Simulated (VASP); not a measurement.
# Dy5C: single point with PBE

The system is Dy5C.

```
Dy C
1.0
     6.56827    0.00000    0.00000
    -3.28413    5.68829    0.00000
     0.00000    0.00000    7.53331
Dy C
5 1
Direct
  0.00000 0.00000 0.78240
  0.00000 0.00000 0.21760
  0.50000 0.00000 0.00000
  0.00000 0.50000 0.00000
  0.50000 0.50000 0.00000
  0.00000 0.00000 0.50000
```

The cell was generated, and may not be a known phase.

| Item | Value |
| --- | --- |
| Program | VASP 6.6.1 |
| Task | single point |
| Functional | PBE |
| Potentials or basis | VASP PAW PBE potentials, release 64 (Dy_3, C), 4f in core |
| Cutoff | 600 eV |
| k mesh | 4 × 4 × 2 |
| Occupations | gaussian, width 0.2 eV |
| Spin | no spin polarisation |

The pressure is 0.5 GPa and the largest force is 0.088 eV/Å. The band gap on the k mesh is zero (an odd number of electrons rules out a gap without spin polarisation).

Forces in eV/Å, atoms in the order of the input:
```
Dy   0.000  0.000  0.088
Dy   0.000  0.000 -0.088
Dy   0.000  0.000  0.000
Dy   0.000  0.000  0.000
Dy   0.000  0.000  0.000
C    0.000  0.000  0.000
```

Stress tensor (GPa, compression positive):
```
0.58 0.00 0.00
0.00 0.58 0.00
0.00 0.00 0.30
```

Levels at points of the mesh, in eV from the Fermi level:
| k point | band 21 | band 22 | band 23 | band 24 | band 25 | band 26 | band 27 | band 28 | band 29 | band 30 |
| --- | --- | --- | --- | --- | --- | --- | --- | --- | --- | --- |
| (0.00, 0.00, 0.00) | -0.54 | -0.54 | -0.39 | -0.33 | -0.02 | 0.06 | 0.43 | 0.43 | 1.23 | 1.23 |
| (0.50, 0.00, 0.00) | -0.69 | -0.16 | -0.06 | -0.05 | 0.06 | 0.08 | 0.62 | 0.66 | 0.67 | 1.00 |
| (0.00, 0.00, 0.50) | -0.61 | -0.46 | -0.42 | -0.19 | -0.19 | 0.42 | 0.42 | 0.65 | 0.66 | 0.66 |
| (0.50, 0.00, 0.50) | -0.67 | -0.48 | -0.44 | -0.23 | -0.23 | 0.49 | 0.65 | 0.65 | 0.73 | 0.95 |

Wall time 77 s on 1 thread of Intel(R) Xeon(R) 6975P-C (Granite Rapids), with other jobs on the host, peak memory 0.45 GiB.

Caveat: the k points lie up to 0.42 Å⁻¹ apart, too coarse for converged energies and pressures of a metal; spin-orbit coupling is left out, which moves the levels of the heavy elements; the 4f electrons are frozen in the core, so they carry no moment and show no levels. Spin polarisation is off, so any magnetic state and its effect on volume and gap are missing.
